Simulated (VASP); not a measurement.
# Cu12H in VASP: relaxation of the atoms with PBE

Aim: the relaxation of the atoms of Cu12H with PBE.

Program: VASP 6.6.1. These are calculated values, not measurements. Logs are shortened: lines on timing, memory, paths and dates and some standing lists are left out, and cuts for length are marked.

### Step 1. The cell of the first run

The cell holds a slab with vacuum, 13 atoms: a = 5.132 Å, b = 5.132 Å, c = 19.028 Å, α = 90.00°, β = 90.00°, γ = 90.00°.

### Step 2. Relaxation of the atoms, PBE

The input, INCAR:

```
PREC     = Accurate       # precision mode
ENCUT    = 520            # plane-wave cutoff, eV
EDIFF    = 1E-7           # SCF threshold, eV
ISMEAR   = 0              # smearing method
SIGMA    = 0.1            # smearing width, eV
LREAL    = False          # projectors in reciprocal space
LASPH    = True           # aspherical terms in the spheres
NELM     = 120            # most SCF steps
ALGO     = Normal         # electronic algorithm
ISIF     = 2              # what is computed and relaxed
LWAVE    = False          # write WAVECAR
LCHARG   = False          # write CHGCAR
LDIPOL   = True         
IDIPOL   = 3            
DIPOL    = 0.5 0.5 0.310
GGA      = PE             # functional
IBRION   = 2              # ionic algorithm
NSW      = 36             # ionic steps
EDIFFG   = -0.025         # ionic threshold
GGA_COMPAT= False        
NELMIN   = 4            
NELMDL   = -8           
KPAR     = 4
```

The input, KPOINTS:

```
Automatic mesh
0
Gamma
  5 5 1
```

The input, POSCAR:

```
Cu12H
1.0
    5.1319544695      0.0000000000      0.0000000000
    0.0000000000      5.1319544695      0.0000000000
    0.0000000000      0.0000000000     19.0279316189
Cu H
12 1
Selective dynamics
Direct
    0.2500000000      0.2500000000      0.2102172785  F F F
    0.2500000000      0.7500000000      0.2102172785  F F F
    0.7500000000      0.2500000000      0.2102172785  F F F
    0.7500000000      0.7500000000      0.2102172785  F F F
    0.0000000000      0.0000000000      0.3029241302  F F F
    0.0000000000      0.5000000000      0.3029241302  F F F
    0.5000000000      0.0000000000      0.3029241302  F F F
    0.5000000000      0.5000000000      0.3029241302  F F F
    0.2500000000      0.2500000000      0.3956253244  F F F
    0.2500000000      0.7500000000      0.3956253244  F F F
    0.7500000000      0.2500000000      0.3956253244  F F F
    0.7500000000      0.7500000000      0.3956253244  F F F
    0.5000000000      0.5000000000      0.4003496465  F F T
```

Potentials or basis: VASP PAW PBE potentials, release 64 (Cu, H).

On the command line:

```console
cat potpaw_PBE.64/Cu/POTCAR potpaw_PBE.64/H/POTCAR > POTCAR
mpirun -np 4 vasp_std > vasp.out
```

OUTCAR:

```text
PREC = Accurate
   ENCUT = 520
   EDIFF = 1E-7
   ISMEAR = 0
   LREAL = False
   LASPH = True
   NELM = 120
   ISIF = 2
   GGA = PE
   IBRION = 2
   NSW = 36
   EDIFFG = -0.025
   NELMIN = 4
   NELMDL = -8

 ion  position               nearest neighbor table
   1  0.250  0.250  0.210-   5 2.53   6 2.53   7 2.53   8 2.53   2 2.57   3 2.57   2 2.57   3 2.57

   2  0.250  0.750  0.210-   5 2.53   6 2.53   7 2.53   8 2.53   1 2.57   4 2.57   1 2.57   4 2.57

   3  0.750  0.250  0.210-   5 2.53   6 2.53   7 2.53   8 2.53   1 2.57   4 2.57   4 2.57   1 2.57
[... 4 lines left out ...]
                             6 2.57   7 2.57   6 2.57   7 2.57
   6  0.000  0.500  0.303-   9 2.53  10 2.53  11 2.53  12 2.53   1 2.53   2 2.53   3 2.53   4 2.53
                             5 2.57   8 2.57   5 2.57   8 2.57
   7  0.500  0.000  0.303-   9 2.53  10 2.53  11 2.53  12 2.53   1 2.53   2 2.53   3 2.53   4 2.53
                             5 2.57   8 2.57   8 2.57   5 2.57
   8  0.500  0.500  0.303-   9 2.53  10 2.53  11 2.53  12 2.53   1 2.53   2 2.53   3 2.53   4 2.53
                             6 2.57   7 2.57   7 2.57   6 2.57
   9  0.250  0.250  0.396-  13 1.82   6 2.53   7 2.53   8 2.53   5 2.53  11 2.57  10 2.57  10 2.57
                            11 2.57
  10  0.250  0.750  0.396-  13 1.82   6 2.53   7 2.53   8 2.53   5 2.53  12 2.57   9 2.57   9 2.57
                            12 2.57
  11  0.750  0.250  0.396-  13 1.82   6 2.53   7 2.53   8 2.53   5 2.53  12 2.57   9 2.57  12 2.57
                             9 2.57
  12  0.750  0.750  0.396-  13 1.82   6 2.53   7 2.53   8 2.53   5 2.53  11 2.57  10 2.57  11 2.57
                            10 2.57
  13  0.500  0.500  0.400-   9 1.82  10 1.82  11 1.82  12 1.82

  LATTYP: Found a simple tetragonal cell.
 ALAT       =     5.1319544695
 C/A-ratio  =     3.7077358601

  Lattice vectors:

 A1 = (   5.1319544695,   0.0000000000,   0.0000000000)
 A2 = (   0.0000000000,   5.1319544695,   0.0000000000)
 A3 = (   0.0000000000,   0.0000000000,  19.0279316189)

Analysis of symmetry for initial positions (statically):
=====================================================================
 Subroutine PRICEL returns:
 Original cell was already a primitive cell.

 Routine SETGRP: Setting up the symmetry group for a
 simple tetragonal supercell.

 Subroutine GETGRP returns: Found  8 space group operations
 (whereof  8 operations were pure point group operations)
 out of a pool of 16 trial point group operations.

The static configuration has the point symmetry C_4v.

Analysis of symmetry for dynamics (positions and initial velocities):
=====================================================================
[... 176 lines left out ...]

  energy without entropy =      -43.30039513  energy(sigma->0) =      -43.31203731

------------------------ aborting loop because EDIFF is reached ----------------------------------------

  FORCE on cell =-STRESS in cart. coord.  units (eV):
  Direction    XX          YY          ZZ          XY          YZ          ZX
  --------------------------------------------------------------------------------------
  -------------------------------------------------------------------------------------
  Total       -2.7962802     -2.7962802      1.4722058      0.0000000      0.0000000      0.0000000
  in kB       -8.9399295     -8.9399295      4.7067586      0.0000000      0.0000000      0.0000000
  external PRESSURE =      -4.3910335 kB  Pullay stress =       0.0000000 kB
[... 169 lines left out ...]
  FREE ENERGIE OF THE ION-ELECTRON SYSTEM (eV)
  ---------------------------------------------------
  free  energy   TOTEN  =       -43.4222436043 eV

  energy  without entropy=      -43.3908368992  energy(sigma->0) =      -43.40654025

 dipolmoment           0.000000      0.000000     -0.001328 electrons x Angstroem

--------------------------------------- Ionic step        5  -------------------------------------------

 number of electron     132.9999787 magnetization

------------------------ aborting loop because EDIFF is reached ----------------------------------------

 vacuum level on the upper side and lower side of the slab       (xc-potential included)         0.020        -0.036

  FORCE on cell =-STRESS in cart. coord.  units (eV):
  Direction    XX          YY          ZZ          XY          YZ          ZX
  --------------------------------------------------------------------------------------
  -------------------------------------------------------------------------------------
  Total       -4.6643924     -4.6643924      1.2694133      0.0000000      0.0000000     -0.0000000
  in kB      -14.9124325    -14.9124325      4.0584149      0.0000000      0.0000000     -0.0000000
  external PRESSURE =      -8.5888167 kB  Pullay stress =       0.0000000 kB
[... 34 lines left out ...]
--------------------------------------- Ionic step        6  -------------------------------------------

 number of electron     132.9999787 magnetization

 dipolmoment           0.000000      0.000000      0.002408 electrons x Angstroem

 Free energy of the ion-electron system (eV)
  ---------------------------------------------------
  ext. energy  EPLUGINS =         0.00000000
  ---------------------------------------------------
  free energy    TOTEN  =       -43.44630759 eV

  energy without entropy =      -43.40996633  energy(sigma->0) =      -43.42813696

 E-fermi :  -1.0803     XC(G=0):  -4.6417

 val. band max:       -1.0809264061   @ k =   0.4000   0.2000   0.0000
 cond. band min:      -0.9584762557   @ k =   0.4000   0.4000   0.0000
 fundamental gap:      0.1224501504
 Fermi energy:        -1.0803230793

 k-point     1 :       0.0000    0.0000    0.0000
  band No.  band energies     occupation
      1      -9.7822      2.00000
      2      -7.9474      2.00000
      3      -6.1536      2.00000
      4      -5.9402      2.00000
      5      -5.9297      2.00000
      6      -5.6389      2.00000
[... 475 lines left out ...]
     77       4.6591      0.00000
     78       4.7633      0.00000
 [bands above 78 left out]

------------------------ aborting loop because EDIFF is reached ----------------------------------------

 vacuum level on the upper side and lower side of the slab       (xc-potential included)        -0.098        -0.095

  FORCE on cell =-STRESS in cart. coord.  units (eV):
  Direction    XX          YY          ZZ          XY          YZ          ZX
  --------------------------------------------------------------------------------------
  -------------------------------------------------------------------------------------
  Total       -4.2390761     -4.2390761      1.3032778      0.0000000     -0.0000000      0.0000000
  in kB      -13.5526624    -13.5526624      4.1666825      0.0000000     -0.0000000      0.0000000
  external PRESSURE =      -7.6462141 kB  Pullay stress =       0.0000000 kB
[... 28 lines left out ...]
  FREE ENERGIE OF THE ION-ELECTRON SYSTEM (eV)
  ---------------------------------------------------
  free  energy   TOTEN  =       -43.4463075872 eV

  energy  without entropy=      -43.4099663323  energy(sigma->0) =      -43.42813696

 reached required accuracy - stopping structural energy minimisation

 vacuum level on the upper side and lower side of the slab         3.447         3.445
```

CONTCAR:

```text
Cu12H
   1.00000000000000
     5.1319544695000001    0.0000000000000000    0.0000000000000000
     0.0000000000000000    5.1319544695000001    0.0000000000000000
     0.0000000000000000    0.0000000000000000   19.0279316188999985
  Cu              H
    12     1
Selective dynamics
Direct
[... 16 lines left out ...]
  0.00000000E+00  0.00000000E+00  0.00000000E+00
  0.00000000E+00  0.00000000E+00  0.00000000E+00
  0.00000000E+00  0.00000000E+00  0.00000000E+00
  0.00000000E+00  0.00000000E+00  0.00000000E+00
  0.00000000E+00  0.00000000E+00  0.00000000E+00
  0.00000000E+00  0.00000000E+00  0.00000000E+00
  0.00000000E+00  0.00000000E+00  0.00000000E+00
  0.00000000E+00  0.00000000E+00  0.00000000E+00
  0.00000000E+00  0.00000000E+00  0.00000000E+00
  0.00000000E+00  0.00000000E+00  0.00000000E+00
  0.00000000E+00  0.00000000E+00  0.00000000E+00
```

Run time: 26 min. Hardware: 4 MPI ranks of Intel Xeon Platinum 8259CL at 2.50GHz (Skylake/Cascade Lake), shared host; peak memory 0.68 GiB.

Results:

| Property | Result |
| --- | --- |
| Free energy | -43.4463 eV |
| Energy gained by relaxing | 9.4 meV/atom |
| Ionic steps | 6 |
| Band gap on the k mesh | zero (an odd number of electrons rules out a gap without spin polarisation) |

The path:
| step | energy change (eV) | largest force on free atoms (eV/Å) | pressure (GPa) |
| --- | --- | --- | --- |
| 1 | 0.0000 | 0.5407 | -0.44 |
| 2 | -0.0136 | 0.5011 | -0.46 |
| 3 | -0.0487 | 0.4021 | -0.52 |
| 4 | -0.0986 | 0.2369 | -0.63 |
| 5 | -0.1129 | 0.1724 | -0.86 |
| 6 | -0.1226 | 0.0204 | -0.76 |

Final structure:
```
Cu H
1.0
     5.13195    0.00000    0.00000
     0.00000    5.13195    0.00000
     0.00000    0.00000   19.02793
Cu H
12 1
Direct
  0.25000 0.25000 0.21022
  0.25000 0.75000 0.21022
  0.75000 0.25000 0.21022
  0.75000 0.75000 0.21022
  0.00000 0.00000 0.30292
  0.00000 0.50000 0.30292
  0.50000 0.00000 0.30292
  0.50000 0.50000 0.30292
  0.25000 0.25000 0.39563
  0.25000 0.75000 0.39563
  0.75000 0.25000 0.39563
  0.75000 0.75000 0.39563
  0.50000 0.50000 0.42358
```

The gap in the log of VASP goes by the Fermi energy; the results here count the filled bands.